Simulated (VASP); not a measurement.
Set up this calculation in VASP 6.6.1, as the native input.

```
Task                   : single point
Functional             : PBEsol
Potentials or basis    : VASP PAW PBE potentials, release 64 (Al, N)
Cutoff                 : 600 eV
k mesh                 : 8 × 8 × 8
Occupations            : methfessel-paxton, width 0.001 eV
Spin                   : no spin polarisation
Dipole correction      : no
Further INCAR settings : ALGO = Normal; EDIFF = 1e-06; NBANDS = 11
```

The structure of AlN lies in POSCAR:

```
AlN
1.0
    0.0000000000      2.0188684454      2.0188684454
    2.0188684454      0.0000000000      2.0188684454
    2.0188684454      2.0188684454      0.0000000000
Al N
1 1
Direct
    0.0000000000      0.0000000000      0.0000000000
    0.5000000000      0.5000000000      0.5000000000
```

These files were run (other wordings do the same):

INCAR

```
PREC     = Accurate       # precision mode
ENCUT    = 600            # plane-wave cutoff, eV
EDIFF    = 1E-6           # SCF threshold, eV
ISMEAR   = 1              # smearing method
SIGMA    = 0.001          # smearing width, eV
LREAL    = F              # projectors in reciprocal space
LASPH    = T              # aspherical terms in the spheres
NELM     = 120            # most SCF steps
ALGO     = Normal         # electronic algorithm
ISIF     = 2              # what is computed and relaxed
LWAVE    = F              # write WAVECAR
LCHARG   = F              # write CHGCAR
GGA      = PS             # functional
NBANDS   = 11             # bands
GGA_COMPAT= F
```

KPOINTS

```
Automatic mesh
0
Gamma
  8 8 8
```

Potentials or basis: VASP PAW PBE potentials, release 64 (Al, N).

The run is started by

```console
$ cat potpaw_PBE.64/Al/POTCAR potpaw_PBE.64/N/POTCAR > POTCAR
$ mpirun -np 1 vasp_std > vasp.out
```

It gave:

* Pressure: 1.2 GPa
* Band gap on the k mesh: 4.59 eV (least direct gap 5.73 eV)

Caveat: the PAW data sets were made with another functional, which shifts forces and pressure a little.

Run time: 3.1 s on 1 thread of Intel(R) Xeon(R) 6975P-C (Granite Rapids), with other jobs on the host, peak memory 0.13 GiB.
